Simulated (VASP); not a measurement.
Input of a VASP 6.6.1 run:

File INCAR:

```
PREC = Accurate
ENCUT = 520
EDIFF = 1E-6
ISMEAR = 0
SIGMA = 0.1
LREAL = False
LASPH = True
NELM = 80
ALGO = Normal
ISIF = 2
LWAVE = False
LCHARG = False
GGA = PE
NBANDS = 22
```

File KPOINTS:

```
regular mesh
0
Gamma
  6 6 6
```

File POSCAR:

```
NbC4
1.0
    4.1776938438      0.0000000000      0.0000000000
    0.0000000000      4.1776938438      0.0000000000
    0.0000000000      0.0000000000      4.1776938438
Nb C
1 4
Direct
    0.0000000000      0.0000000000      0.0000000000
    0.5000000000      0.0000000000      0.0000000000
    0.0000000000      0.5000000000      0.0000000000
    0.0000000000      0.0000000000      0.5000000000
    0.5000000000      0.5000000000      0.5000000000
```

Potentials or basis: VASP PAW PBE potentials, release 64 (Nb_sv, C).

Command:

```sh
$ cat potpaw_PBE.64/Nb_sv/POTCAR potpaw_PBE.64/C/POTCAR > POTCAR
$ mpirun -np 1 vasp_std > vasp.out
```

(1) What does it give for the pressure?

## Answers

(1) -0.2 GPa.
